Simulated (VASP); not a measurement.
Wanted: the native input for a VASP 6.6.1 run.

```
Task                   : single point
Functional             : r2SCAN
Potentials or basis    : VASP PAW PBE potentials, release 64 (Ag, N, Ti_sv)
Cutoff                 : 520 eV
k mesh                 : 5 × 5 × 5
Occupations            : fermi-dirac, width 0.0651 eV
Spin                   : no spin polarisation
Hubbard terms          : Ti d U = 3.0 eV
Dipole correction      : no
Further INCAR settings : ALGO = Normal; EDIFF = 1e-06; NBANDS = 34; ISYM = 0
```

The system is Ti3AgN.

```
Ag N Ti
1.0
     4.15512   -0.00002   -0.00001
    -0.00002    4.15512   -0.00002
    -0.00001   -0.00002    4.15508
Ag N Ti
1 1 3
Direct
  0.00028 0.00087 0.00099
  0.50029 0.50088 0.50099
  0.00028 0.50087 0.50099
  0.50028 0.00088 0.50099
  0.50028 0.50087 0.00100
```

The input as run:

POSCAR

```
Ti3AgN
1.0
    4.1551218324     -0.0000173944     -0.0000114833
   -0.0000173944      4.1551163337     -0.0000243968
   -0.0000114833     -0.0000243968      4.1550786268
Ag N Ti
1 1 3
Direct
    0.0002776108      0.0008654530      0.0009920157
    0.5002857048      0.5008795368      0.5009932146
    0.0002821088      0.5008696117      0.5009933520
    0.5002779750      0.0008784620      0.5009939302
    0.5002786900      0.5008688894      0.0009954658
```

INCAR.step1

```
PREC = Accurate
ENCUT = 520
ISMEAR = -1
SIGMA = 0.0651
LREAL = F
LASPH = T
NELM = 150
LMAXMIX = 4
LDAU = T
LDAUTYPE = 2
LDAUL = -1 -1 2
LDAUU = 0 0 3
LDAUJ = 0 0 0
NBANDS = 34
ISYM = 0
GGA = PE
ALGO = Normal
EDIFF = 1E-4
LWAVE = T
LCHARG = F
```

INCAR.step2

```
PREC = Accurate
ENCUT = 520
EDIFF = 1E-6
ISMEAR = -1
SIGMA = 0.0651
LREAL = F
LASPH = T
NELM = 150
ALGO = Normal
ISIF = 2
LWAVE = F
LCHARG = F
LMAXMIX = 4
LDAU = T
LDAUTYPE = 2
LDAUL = -1 -1 2
LDAUU = 0 0 3
LDAUJ = 0 0 0
LDAUPRINT = 1
METAGGA = R2SCAN
LMIXTAU = T
NBANDS = 34
ISYM = 0
ISTART = 1
```

KPOINTS

```
regular mesh
0
Gamma
  5 5 5
```

Potentials or basis: VASP PAW PBE potentials, release 64 (Ag, N, Ti_sv).

Command:

```bash
$ cat potpaw_PBE.64/Ag/POTCAR potpaw_PBE.64/N/POTCAR potpaw_PBE.64/Ti_sv/POTCAR > POTCAR
$ cp INCAR.step1 INCAR
$ mpirun -np 1 vasp_std > vasp.out
$ cp INCAR.step2 INCAR
$ mpirun -np 1 vasp_std > vasp.out
```

It gave:

```json
{
 "Pressure": "2.5 GPa",
 "Band gap on the k mesh": "zero (band 26 reaches 9.96 eV, above the bottom of band 27 at 9.12 eV)"
}
```

Caveat: the PAW data sets were made with another functional, which shifts forces and pressure a little; U without spin polarisation on a metal has little footing.

It took 17 min on 1 thread of AMD EPYC 7R13, on a shared host, peak memory 0.26 GiB.
